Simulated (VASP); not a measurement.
A run of VASP 6.6.1 is set up as follows.

File INCAR:

```
SYSTEM = MgS
PREC = Accurate
ENCUT = 520
EDIFF = 1E-6
ISMEAR = -1
SIGMA = 0.02
LREAL = .FALSE.
LASPH = .TRUE.
NELM = 60
ALGO = Normal
ISIF = 2
LWAVE = .FALSE.
LCHARG = .FALSE.
GGA = PE
NBANDS = 11
```

Contents of KPOINTS:

```
Automatic mesh
0
G
  8 8 8
  0 0 0
```

File POSCAR:

```
MgS
1.0
    0.0000000000      2.7409592987      2.5283762882
    2.7409592987      0.0000000000      2.5283762882
    2.7409592987      2.7409592987      0.0000000000
Mg S
1 1
Direct
    0.0000000000      0.0000000000      0.0000000000
    0.5000000000      0.5000000000      0.5000000000
```

Potentials or basis: VASP PAW PBE potentials, release 64 (Mg, S).

Command:

```bash
$ cat potpaw_PBE.64/Mg/POTCAR potpaw_PBE.64/S/POTCAR > POTCAR
$ mpirun -np 1 vasp_std > vasp.out
```

What does it give for the pressure?

-3.3 GPa.

Predict the band gap on the k mesh.

2.34 eV (least direct gap 3.03 eV).

Stress tensor (GPa, compression positive):
```
-5.44  0.00  0.00
 0.00 -5.44  0.00
 0.00  0.00  0.87
```

Caveat: the cell differs from its parent crystal (epitaxial xy strain +5.4%); the cell stands under tension. A k mesh can miss the band edges.
